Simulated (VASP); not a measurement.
Here is a VASP 6.6.1 calculation.

The input INCAR:

```
SYSTEM = Cu
PREC = Accurate
ENCUT = 520
EDIFF = 1E-6
ISMEAR = 0
SIGMA = 0.15
LREAL = .False.
LASPH = .True.
NELM = 80
ALGO = Fast
ISIF = 2
LWAVE = .False.
LCHARG = .True.
GGA = PE
LELF = .True.
LVHAR = .True.
NBANDS = 18
```

The input KPOINTS:

```
Automatic mesh
0
Gamma
  12 12 12
  0 0 0
```

Contents of POSCAR:

```
Cu
1.0
    0.0000000000      0.0000000000     -2.7591133692
    0.0000000000     -2.9510604861      0.0000000000
   -2.9510604861      0.0000000000      0.0000000000
Cu
2
Direct
    0.5000000000      0.5000000000      0.5000000000
    0.0000000000      0.0000000000      0.0000000000
```

Potentials or basis: VASP PAW PBE potentials, release 64 (Cu).

Launch:

```bash
$ cat potpaw_PBE.64/Cu/POTCAR > POTCAR
$ mpirun -np 1 vasp_std > vasp.out
```

Task: Estimate the pressure.

Result: 1.2 GPa.

Task: Predict the band gap on the k mesh.

Result: Zero (band 11 reaches 13.51 eV, above the bottom of band 12 at 5.91 eV).

Stress tensor (GPa, compression positive):
```
1.40 0.00 0.00
0.00 1.40 0.00
0.00 0.00 0.82
```
